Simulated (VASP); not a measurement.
# LiBr (Fm-3m) in VASP: settings compared

The runs below take LiBr through electric field gradients, density of states, with PBE, LDA.

Everything below comes from runs of VASP 6.6.1. Logs are shortened: lines on timing, memory, paths and dates and some standing lists are left out, and cuts for length are marked.

## Step 1: The cell of the first run

Symmetry: Fm-3m, No. 225, cubic system. The conventional cell has a = 5.597 Å, b = 5.597 Å, c = 5.597 Å, α = 90.00°, β = 90.00°, γ = 90.00°. Within 3.7 Å of Li (site symmetry m-3m) lie 6 Br at 2.80 Å. Within 3.7 Å of Br (site symmetry m-3m) lie 6 Li at 2.80 Å.

## Step 2: Electric field gradients, PBE (volume scaled by 1.06)

INCAR reads:

```
SYSTEM = LiBr
PREC = Accurate ; ENCUT = 650
EDIFF = 1E-8 ; ISMEAR = -1
SIGMA = 0.03 ; LREAL = .False.
LASPH = .True. ; NELM = 120
ALGO = Normal ; ISIF = 2
LWAVE = .False. ; LCHARG = .False.
GGA = PE ; LEFG = .True.
NBANDS = 12 ; GGA_COMPAT = .False.
```

KPOINTS reads:

```
regular mesh
0
Gamma
  8 8 8
  0 0 0
```

POSCAR reads:

```
LiBr
1.0
    0.0000000000      2.7983273911      2.7983273911
    2.7983273911      0.0000000000      2.7983273911
    2.7983273911      2.7983273911      0.0000000000
Li Br
1 1
Direct
    0.0000000000      0.0000000000      0.0000000000
    0.5000000000      0.5000000000      0.5000000000
```

Potentials or basis: VASP PAW PBE potentials, release 64 (Li_sv, Br).

Run with:

```sh
> cat potpaw_PBE.64/Li_sv/POTCAR potpaw_PBE.64/Br/POTCAR > POTCAR
> mpirun -np 1 vasp_std > vasp.out
```

OUTCAR:

```text
SYSTEM = LiBr
   PREC = Accurate
   ENCUT = 650
   EDIFF = 1E-8
   ISMEAR = -1
   LREAL = .False.
   LASPH = .True.
   NELM = 120
   ISIF = 2
   GGA = PE

 ion  position               nearest neighbor table
   1  0.000  0.000  0.000-
   2  0.500  0.500  0.500-

  LATTYP: Found a face centered cubic cell.
 ALAT       =     5.5966547822

  Lattice vectors:

 A1 = (   0.0000000000,   2.7983273911,   2.7983273911)
 A2 = (   2.7983273911,   0.0000000000,   2.7983273911)
 A3 = (   2.7983273911,   2.7983273911,   0.0000000000)

Analysis of symmetry for initial positions (statically):
=====================================================================
 Subroutine PRICEL returns:
 Original cell was already a primitive cell.

 Routine SETGRP: Setting up the symmetry group for a
 face centered cubic supercell.

 Subroutine GETGRP returns: Found 48 space group operations
 (whereof 48 operations were pure point group operations)
 out of a pool of 48 trial point group operations.

The static configuration has the point symmetry O_h .

Analysis of symmetry for dynamics (positions and initial velocities):
=====================================================================
 Subroutine PRICEL returns:
 Original cell was already a primitive cell.

 Routine SETGRP: Setting up the symmetry group for a
 face centered cubic supercell.

 Subroutine GETGRP returns: Found 48 space group operations
 (whereof 48 operations were pure point group operations)
 out of a pool of 48 trial point group operations.

The dynamic configuration has the point symmetry O_h .

 Subroutine INISYM returns: Found 48 space group operations
 (whereof 48 operations are pure point group operations),
 and found     1 'primitive' translations

----------------------------------------------------------------------------------------

                                     Primitive cell

  volume of cell :      43.8254

  direct lattice vectors                    reciprocal lattice vectors
     0.000000000  2.798327391  2.798327391    -0.178678164  0.178678164  0.178678164
     2.798327391  0.000000000  2.798327391     0.178678164 -0.178678164  0.178678164
     2.798327391  2.798327391  0.000000000     0.178678164  0.178678164 -0.178678164

  length of vectors
     3.957432548  3.957432548  3.957432548     0.309479658  0.309479658  0.309479658

  position of ions in fractional coordinates (direct lattice)
     0.000000000  0.000000000  0.000000000
     0.500000000  0.500000000  0.500000000

  ion indices of the primitive-cell ions
   primitive index   ion index
                 1           1
                 2           2

----------------------------------------------------------------------------------------

 KPOINTS: regular mesh

Automatic generation of k-mesh.
 Grid dimensions read from file:
 generate k-points for:    8    8    8

 Generating k-lattice:

  Cartesian coordinates                     Fractional coordinates (reciprocal lattice)
    -0.022334770  0.022334770  0.022334770     0.125000000  0.000000000  0.000000000
     0.022334770 -0.022334770  0.022334770     0.000000000  0.125000000  0.000000000
     0.022334770  0.022334770 -0.022334770     0.000000000  0.000000000  0.125000000

  Length of vectors
     0.038684957  0.038684957  0.038684957

  Shift w.r.t. Gamma in fractional coordinates (k-lattice)
     0.000000000  0.000000000  0.000000000

 Subroutine IBZKPT returns following result:
 ===========================================

 Found     29 irreducible k-points:

 Following reciprocal coordinates:
            Coordinates               Weight
  0.000000  0.000000  0.000000      1.000000
  0.125000  0.000000  0.000000      8.000000
  0.250000  0.000000  0.000000      8.000000
  0.375000  0.000000  0.000000      8.000000
  0.500000  0.000000  0.000000      4.000000
  0.125000  0.125000  0.000000      6.000000
[... 16 lines left out ...]
  0.500000  0.250000  0.125000     48.000000
 -0.375000  0.250000  0.125000     24.000000
 [... further k-points ...]
   k-points           NKPTS =     29   k-points in BZ     NKDIM =     29   number of bands    NBANDS=     12
   number of dos      NEDOS =    301   number of ions     NIONS =      2
   total plane-waves  NPLWV =  46656
   dimension x,y,z NGX =    36 NGY =   36 NGZ =   36
   dimension x,y,z NGXF=    72 NGYF=   72 NGZF=   72
   ions per type =               1   1
   NGX,Y,Z   is equivalent  to a cutoff of  15.12, 15.12, 15.12 a.u.
   NGXF,Y,Z  is equivalent  to a cutoff of  30.25, 30.25, 30.25 a.u.
 SYSTEM =  LiBr
   PREC   = accura    normal or accurate (medium, high low for compatibility)
   ISTART =      0    job   : 0-new  1-cont  2-samecut
   ICHARG =      2    charge: 1-file 2-atom 10-const
   ISPIN  =      1    spin polarized calculation?
   LNONCOLLINEAR =      F non collinear calculations
   LSORBIT =      F    spin-orbit coupling
   LASPH  =      T    aspherical Exc in radial PAW
   ENCUT  =  650.0 eV  47.77 Ry    6.91 a.u.   8.23  8.23  8.23*2*pi/ulx,y,z
   NELM   =    120;   NELMIN=  2; NELMDL= -5     # of ELM steps
   EDIFF  = 0.1E-07   stopping-criterion for ELM
   LREAL  =      F    real-space projection
   EDIFFG = 0.1E-06   stopping-criterion for IOM
   NSW    =      0    number of steps for IOM
   IBRION =     -1    ionic relax: 0-MD 1-quasi-New 2-CG
   NFREE  =      0    steps in history (QN), initial steepest desc. (CG)
   ISIF   =      2    stress and relaxation
   ISYM   =      2    0-nonsym 1-usesym 2-fastsym
   POTIM  = 0.5000    time-step for ionic-motion
   TEBEG  =    0.0;   TEEND  =   0.0 temperature during run
   PSTRESS=    0.0 pullay stress
   NELECT =      10.0000    total number of electrons
   NUPDOWN=      -1.0000    fix difference up-down
   EMIN   =  10.00;   EMAX   =-10.00  energy-range for DOS
   EFERMI =   0.00;   METHOD = LEGACY
   ISMEAR =    -1;   SIGMA  =   0.03  broadening in eV -4-tet -1-fermi 0-gaus
   EFERMI_NEDOS =   21; number of points for ismear=-14 and -15
   IALGO  =     38    algorithm
   IMIX   =      4    mixing-type and parameters
     AMIX     =   0.40;   BMIX     =  1.00
     AMIX_MAG =   1.60;   BMIX_MAG =  1.00
  volume/ion in A,a.u.               =      21.91       147.87
  Fermi-wavevector in a.u.,A,eV,Ry     =   1.000383  1.890450 13.616250  1.000766
  Thomas-Fermi vector in A             =   2.132736
   LORBIT       =      0    0 simple, 1 ext, 2 COOP (PROOUT), +10 PAW based schemes
   GGA     = PE    functional components
   LHFCALC =     F    Hartree Fock is set to
   AEXX    =    0.0000 exact exchange contribution
   IVDW    =     0    specifies the selected vdW correction
   LEPSILON=     F    determine dielectric tensor
   LRPA    =     F    only Hartree local field effects (RPA)
 non-spin polarized calculation
  energy-cutoff  :      650.00
  volume of cell :       43.83
 maximum number of plane-waves:      1676
 NGX is ok and might be reduce to    36
   NGX = 17   NGY = 17   NGZ = 17

 number of electron      10.0000000 magnetization

 number of electron       9.9999998 magnetization

 Free energy of the ion-electron system (eV)
  ---------------------------------------------------
  ext. energy  EPLUGINS =         0.00000000
  ---------------------------------------------------
  free energy    TOTEN  =        -6.63596910 eV

  energy without entropy =       -6.63596910  energy(sigma->0) =       -6.63596910

 E-fermi :   0.7803     XC(G=0):  -8.2130

 val. band max:       -0.0366116719   @ k =   0.0000   0.0000   0.0000
 cond. band min:       4.6950763524   @ k =   0.0000   0.0000   0.0000
 fundamental gap:      4.7316880243
 Fermi energy:         0.7802847021

 k-point     1 :       0.0000    0.0000    0.0000
  band No.  band energies     occupation
      1     -44.5244      2.00000
      2     -13.3018      2.00000
      3      -0.0366      2.00000
      4      -0.0366      2.00000
      5      -0.0366      2.00000
      6       4.6951      0.00000
      7      10.4189      0.00000
      8      10.4189      0.00000
      9      10.4189      0.00000
     10      11.9705      0.00000
     11      11.9705      0.00000
     12      11.9705      0.00000
[... 331 lines left out ...]
 k-point    24 :      -0.3750    0.2500    0.1250
  band No.  band energies     occupation
      1     -44.5236      2.00000
      2     -12.8125      2.00000
      3      -2.4320      2.00000
      4      -1.2585      2.00000
      5      -0.5890      2.00000
      6       6.9330      0.00000
      7       7.7679      0.00000
      8       9.0577      0.00000
      9      10.3252      0.00000
     10      13.3017      0.00000
     11      13.6321      0.00000
     12      16.2199      0.00000

 [... further k-points ...]
[... 5 lines left out ...]
  --------------------------------------------------------------------------------------
  -------------------------------------------------------------------------------------
  Total       -0.3151410     -0.3151410     -0.3151410      0.0000000      0.0000000      0.0000000
  in kB      -11.5209940    -11.5209940    -11.5209940      0.0000000      0.0000000      0.0000000
  external PRESSURE =     -11.5209940 kB  Pullay stress =       0.0000000 kB

 VOLUME and BASIS-vectors are now :
 -----------------------------------------------------------------------------
  energy-cutoff  :      650.00
  volume of cell :       43.83
      direct lattice vectors                 reciprocal lattice vectors
     0.000000000  2.798327391  2.798327391    -0.178678164  0.178678164  0.178678164
     2.798327391  0.000000000  2.798327391     0.178678164 -0.178678164  0.178678164
     2.798327391  2.798327391  0.000000000     0.178678164  0.178678164 -0.178678164

 POSITION                                       TOTAL-FORCE (eV/Angst)
 -----------------------------------------------------------------------------------
      0.00000      0.00000      0.00000        -0.000000      0.000000     -0.000000
      2.79833      2.79833      2.79833         0.000000     -0.000000      0.000000
 -----------------------------------------------------------------------------------
    total drift:                                0.000000      0.000000      0.000000

  FREE ENERGIE OF THE ION-ELECTRON SYSTEM (eV)
  ---------------------------------------------------
  free  energy   TOTEN  =        -6.6359691043 eV

  energy  without entropy=       -6.6359691043  energy(sigma->0) =       -6.63596910

 Electric field gradients (V/A^2)
---------------------------------------------------------------------
 ion       V_xx      V_yy      V_zz      V_xy      V_xz      V_yz
---------------------------------------------------------------------
   1      -0.000    -0.000     0.000     0.002     0.002     0.002
   2      -0.000     0.000     0.000    -0.000    -0.000    -0.000
---------------------------------------------------------------------

 Electric field gradients after diagonalization (V/A^2)
 (convention: |V_zz| > |V_xx| > |V_yy|)
----------------------------------------------------------------------
 ion       V_xx      V_yy      V_zz     asymmetry (V_yy - V_xx)/ V_zz
----------------------------------------------------------------------
   1      -0.002    -0.002     0.003       0.000
   2       0.000     0.000    -0.001       0.000
----------------------------------------------------------------------

           NMR quadrupolar parameters

 Cq : quadrupolar parameter    Cq=e*Q*V_zz/h
 eta: asymmetry parameters     (V_yy - V_xx)/ V_zz
 Q  : nuclear electric quadrupole moment in mb (millibarn)
----------------------------------------------------------------------
 ion       Cq(MHz)       eta       Q (mb)
----------------------------------------------------------------------
   1       0.000       0.000       1.000
   2      -0.000       0.000       1.000
----------------------------------------------------------------------
```

Run time: 27 s. Hardware: 1 thread of Intel Xeon Platinum 8375C at 2.90GHz (Ice Lake), shared host; peak memory 0.21 GiB.

Results:

| Item | Value |
| --- | --- |
| Free energy | -6.6360 eV |
| Pressure | -1.2 GPa |
| Band gap on the k mesh | 4.73 eV, direct |

Caveat: the cell differs from its parent crystal (volume scaled by 1.06); without QUAD_EFG the Cq values of the log hold for a quadrupole moment of 1 mb, not for the nuclei.

## Step 3: Density of states, PBE

This run uses another cell than the first one, of 20.67 Å³/atom, 0.943 times its volume.

POSCAR reads:

```
LiBr
1.0
    0.0000000000      2.7445000000      2.7445000000
    2.7445000000      0.0000000000      2.7445000000
    2.7445000000      2.7445000000      0.0000000000
Li Br
1 1
Direct
    0.0000000000      0.0000000000      0.0000000000
    0.5000000000      0.5000000000      0.5000000000
```

INCAR.step1 reads:

```
SYSTEM = LiBr
ALGO = Normal
EDIFF = 1E-6
ENCUT = 650
GGA = PE
GGA_COMPAT = .False.
ISIF = 2
ISMEAR = -1
LASPH = .True.
LCHARG = .True.
LORBIT = 11
LREAL = .False.
LWAVE = .False.
NBANDS = 12
NEDOS = 2001
NELM = 120
PREC = Accurate
SIGMA = 0.03
```

KPOINTS.step1 reads:

```
k-points
0
Gamma
  8 8 8
  0 0 0
```

INCAR.step2 reads:

```
SYSTEM = LiBr
ALGO = Normal
EDIFF = 1E-6
ENCUT = 650
GGA = PE
GGA_COMPAT = .False.
ICHARG = 11
ISIF = 2
ISMEAR = -5
LASPH = .True.
LCHARG = .False.
LORBIT = 11
LREAL = .False.
LWAVE = .False.
NBANDS = 12
NEDOS = 2001
NELM = 120
PREC = Accurate
SIGMA = 0.03
```

KPOINTS.step2 reads:

```
k-points
0
Gamma
  12 12 12
  0 0 0
```

Potentials or basis: VASP PAW PBE potentials, release 64 (Li_sv, Br).

Run with:

```sh
> cat potpaw_PBE.64/Li_sv/POTCAR potpaw_PBE.64/Br/POTCAR > POTCAR
> cp INCAR.step1 INCAR
> cp KPOINTS.step1 KPOINTS
> mpirun -np 1 vasp_std > vasp.out
> cp INCAR.step2 INCAR
> cp KPOINTS.step2 KPOINTS
> mpirun -np 1 vasp_std > vasp.out
```

It took 38 s on 1 thread of Intel Xeon Platinum 8375C at 2.90GHz (Ice Lake), shared host; peak memory 0.19 GiB.

The run converged. Its results:

| Property | Result |
| --- | --- |
| Valence electrons inside the program's atomic spheres | Li 2.04; Br 4.92 |

Levels at points of the mesh, in eV from the valence-band top:
```csv
k point,band 2,band 3,band 4,band 5,band 6,band 7,band 8,band 9
"(0.00, 0.00, 0.00)",-13.46,-0.01,-0.01,-0.01,4.97,10.50,10.50,10.50
"(0.50, 0.00, 0.00)",-12.98,-2.91,-0.27,-0.27,5.62,8.10,8.10,11.82
"(0.50, 0.50, 0.00)",-12.79,-2.91,-1.15,-1.15,6.26,7.10,11.67,12.47
```

[end of part 1 of 2]
